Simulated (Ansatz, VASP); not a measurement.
One calculation of CdAg, two programs

```
Cd Ag
1.0
     2.96684    0.00000    0.00000
     0.00000    2.96684    0.00000
     0.00000    0.00000    4.19511
Cd Ag
1 1
Cartesian
  1.4834 1.4834 2.0976
  0.0000 0.0000 0.0000
```

Alike in both runs: task single point; functional LDA; k mesh 16 × 16 × 16; occupations gaussian, width 0.15 eV; no spin polarisation.

```csv
,VASP,Ansatz
version,VASP 6.6.1,Ansatz 0.2.0
potentials or method,"VASP PAW LDA potentials, release 64 (Cd, Ag), cutoff 520 eV","scalar-relativistic, plane waves, PAW"
valence electrons in the cell,23,39
```

|  | VASP | Ansatz | Ansatz less VASP |
| --- | --- | --- | --- |
| gap on the k mesh at the Fermi level (eV) | none | none | - |
| pressure (GPa) | -5.2 | -5.8 | -0.58 |
| traceless stress, the component that is largest in VASP (GPa) | -0.81 | -0.84 | -0.030 |

LDA's correlation is that of Perdew and Zunger in VASP and of Perdew and Wang (1992) in Ansatz. A gap of «none» marks a metal or a gap that the smearing closes. VASP's potentials hold 23 valence electrons a cell and Ansatz's 39, so a difference there can come from the potentials and not from the codes.
